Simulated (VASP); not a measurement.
Here is a VASP 6.6.1 calculation.

INCAR

```
  ALGO = Normal
  EDIFF = 1E-6
  ENCUT = 520
  ISIF = 2
  ISMEAR = 0
  LASPH = True
  LCHARG = False
  LDAU = True
  LDAUJ = 0 0 0
  LDAUL = -1 2 -1
  LDAUPRINT = 1
  LDAUTYPE = 2
  LDAUU = 0 2 0
  LMAXMIX = 4
  LREAL = False
  LWAVE = False
  NBANDS = 28
  NELM = 150
  PREC = Accurate
  SIGMA = 0.01
```

KPOINTS

```
k-points
0
Gamma
  4 4 4
```

POSCAR

```
BaTiO3
1.0
    4.0060000000      0.0000000000      0.0000000000
    0.0000000000      4.0060000000      0.0000000000
    0.0000000000      0.0000000000      4.0060000000
Ba Ti O
1 1 3
Direct
    0.5000000000      0.5000000000      0.5000000000
    0.0000000000      0.0000000000      0.0000000000
    0.5000000000      0.0000000000      0.0000000000
    0.0000000000      0.5000000000      0.0000000000
    0.0000000000      0.0000000000      0.5000000000
```

Potentials or basis: VASP PAW LDA potentials, release 64 (Ba_sv, Ti_sv, O).

Run with:

```sh
$ cat potpaw_LDA.64/Ba_sv/POTCAR potpaw_LDA.64/Ti_sv/POTCAR potpaw_LDA.64/O/POTCAR > POTCAR
$ mpirun -np 1 vasp_std > vasp.out
```

(1) Predict the band gap on the k mesh.

(2) Predict the pressure.

## Answers

(1) 1.85 eV, indirect (least direct gap 2.02 eV).

(2) -5.6 GPa.

Caveat: spin-orbit coupling is left out, which moves the levels of the heavy elements.
